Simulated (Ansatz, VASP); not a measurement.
This is a calculation of Au for Ansatz 0.2.0.

File input.yaml:

```yaml
crystal:
  lattice:
    - [0.0, 2.0074966285, 2.0074966285]
    - [2.0074966285, 0.0, 2.0074966285]
    - [2.0074966285, 2.0074966285, 0.0]
  atoms:
    - { symbol: Au, position: [0.0, 0.0, 0.0] }
hamiltonian:
  xc: lda
  pseudopotentials: { kind: paw }
kpoints:
  mp_grid: { grid: [11, 11, 11] }
scf:
  occupations: { method: fermi_dirac, width: 0.05 }
output:
  forces: true
  stress: true
  eigenvalues: true
```

Potentials or basis: Ansatz PAW.

The run is started by

```console
$ ansatz run input.yaml --threads 2 --pin off --max-ram 5632MiB --backend cpu --events-out ev --progress --plain --runs-dir out
```

Task: Translate it to VASP 6.6.1. Potentials there: VASP PAW LDA potentials, release 64 (Au).

Result: As run (the cutoff follows the program's own potentials):

The input INCAR:

```
SYSTEM = Au
PREC = Accurate
ENCUT = 520
EDIFF = 1E-7
ISMEAR = -1
SIGMA = 0.05
LREAL = .False.
LASPH = .True.
NELM = 80
ALGO = Normal
ISIF = 2
LWAVE = .False.
LCHARG = .True.
GGA = CA
LELF = .True.
LVHAR = .True.
NBANDS = 12
```

Contents of KPOINTS:

```
Automatic mesh
0
Gamma
  11 11 11
  0 0 0
```

File POSCAR:

```
Au
1.0
    0.0000000000      2.0074966285      2.0074966285
    2.0074966285      0.0000000000      2.0074966285
    2.0074966285      2.0074966285      0.0000000000
Au
1
Direct
    0.0000000000      0.0000000000      0.0000000000
```

Potentials or basis: VASP PAW LDA potentials, release 64 (Au).

Run with:

```bash
$ cat potpaw_LDA.64/Au/POTCAR > POTCAR
$ mpirun -np 1 vasp_std > vasp.out
```

Both were run:

|  | VASP | Ansatz | Ansatz less VASP |
| --- | --- | --- | --- |
| gap on the k mesh at the Fermi level (eV) | none | none | - |
| pressure (GPa) | 5.6 | 5.0 | -0.54 |

LDA's correlation is that of Perdew and Zunger in VASP and of Perdew and Wang (1992) in Ansatz. A gap of «none» marks a metal or a gap that the smearing closes. VASP's potentials hold 11 valence electrons a cell and Ansatz's 19, so a difference there can come from the potentials and not from the codes.

Neither program's run includes spin-orbit coupling.
